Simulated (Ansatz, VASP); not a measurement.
Two plane-wave programs on Sn

The input INCAR:

```
SYSTEM = Sn
  PREC = Accurate
  ENCUT = 520
  EDIFF = 1E-7
  ISMEAR = 0
  SIGMA = 0.15
  LREAL = .False.
  LASPH = .True.
  NELM = 60
  ALGO = Fast
  ISIF = 2
  LWAVE = .False.
  LCHARG = .True.
  GGA = PS
  IVDW = 12
  LELF = .True.
  LVHAR = .True.
  NBANDS = 13
```

Contents of KPOINTS:

```
regular mesh
0
Gamma
  18 18 18
  0 0 0
```

Contents of POSCAR:

```
Sn
1.0
   -1.8946518192      1.8946518192      1.8236023760
    1.8946518192     -1.8946518192      1.8236023760
    1.8946518192      1.8946518192     -1.8236023760
Sn
1
Direct
    0.0000000000      0.0000000000      0.0000000000
```

Input for Ansatz:

```yaml
crystal:
  lattice:
    - [-1.8946518192, 1.8946518192, 1.823602376]
    - [1.8946518192, -1.8946518192, 1.823602376]
    - [1.8946518192, 1.8946518192, -1.823602376]
  atoms:
    - { symbol: Sn, position: [0.0, 0.0, 0.0] }
basis:
  ecutwfc: 420
kpoints:
  mp_grid: { grid: [18, 18, 18] }
hamiltonian:
  xc: pbesol
  dispersion: d3bj
scf:
  occupations: { method: gaussian, width: 0.15 }
output:
  forces: true
  stress: true
  eigenvalues: true
```

Change from the starting cell: strain -0.0375 x Voigt [0, 0, 1, 0, 0, 0], atoms carried along.

Alike in both runs: task single point; functional PBEsol; dispersion D3(BJ); k mesh 18 × 18 × 18; occupations gaussian, width 0.15 eV; no spin polarisation.

|  | VASP | Ansatz |
| --- | --- | --- |
| version | VASP 6.6.1 | Ansatz 0.2.0 |
| potentials or method | VASP PAW PBE potentials, release 64 (Sn_d), cutoff 520 eV | scalar-relativistic, plane waves, PAW |
| valence electrons in the cell | 14 | 14 |

```tsv
	VASP	Ansatz	Ansatz less VASP
gap on the k mesh at the Fermi level (eV)	none	none	-
pressure (GPa)	-2.6	-2.6	+0.02
traceless stress, the component that is largest in VASP (GPa)	-0.62	-0.62	0.000
```

VASP's potentials were made for PBE, not for PBEsol. A gap of «none» marks a metal or a gap that the smearing closes.
